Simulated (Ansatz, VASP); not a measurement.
Mo in VASP and in Ansatz

INCAR

```
SYSTEM = Mo
ALGO     = Fast           ! electronic algorithm
EDIFF    = 1E-7           ! SCF threshold, eV
ENCUT    = 520            ! plane-wave cutoff, eV
GGA      = PS             ! functional
ISIF     = 2              ! what is computed and relaxed
ISMEAR   = 0              ! smearing method
LASPH    = .TRUE.         ! aspherical terms in the spheres
LCHARG   = .TRUE.         ! write CHGCAR
LELF     = .TRUE.         ! ELF
LREAL    = .FALSE.        ! projectors in reciprocal space
LVHAR    = .TRUE.       
LWAVE    = .FALSE.        ! write WAVECAR
NBANDS   = 13             ! bands
NELM     = 100            ! most SCF steps
PREC     = Accurate       ! precision mode
SIGMA    = 0.15           ! smearing width, eV
```

The input KPOINTS:

```
k-points
0
G
  26 26 26
  0 0 0
```

Contents of POSCAR:

```
Mo
1.0
   -1.5548743432      1.5646534271      1.5548743432
    1.5744325110     -1.5646534271      1.5744325110
    1.5548743432      1.5646534271     -1.5548743432
Mo
1
Direct
    0.0000000000      0.0000000000      0.0000000000
```

Input for Ansatz:

```yaml
crystal:
  lattice:
    - [-1.5548743432, 1.5646534271, 1.5548743432]
    - [1.574432511, -1.5646534271, 1.574432511]
    - [1.5548743432, 1.5646534271, -1.5548743432]
  atoms:
    - { symbol: Mo, position: [0.0, 0.0, 0.0] }
basis:
  ecutwfc: 420
kpoints:
  mp_grid: { grid: [26, 26, 26] }
hamiltonian:
  xc: pbesol
scf:
  occupations: { method: gaussian, width: 0.15 }
output:
  forces: true
  stress: true
  eigenvalues: true
```

Change from the starting cell: strain +0.0125 x Voigt [0, 0, 0, 0, 1, 0], atoms carried along.

Alike in both runs: task single point; functional PBEsol; k mesh 26 × 26 × 26; occupations gaussian, width 0.15 eV; no spin polarisation.

```csv
,VASP,Ansatz
version,VASP 6.6.1,Ansatz 0.2.0
potentials or method,"VASP PAW PBE potentials, release 64 (Mo_sv), cutoff 520 eV","scalar-relativistic, plane waves, PAW"
valence electrons in the cell,14,14
```

|  | VASP | Ansatz | Ansatz less VASP |
| --- | --- | --- | --- |
| gap on the k mesh at the Fermi level (eV) | none | none | - |
| pressure (GPa) | 0.7 | 0.1 | -0.56 |
| traceless stress, the component that is largest in VASP (GPa) | -1.34 | -1.32 | +0.013 |

VASP's potentials were made for PBE, not for PBEsol. A gap of «none» marks a metal or a gap that the smearing closes. With one functional, cell and mesh, what is left measures potentials, basis and numerics.
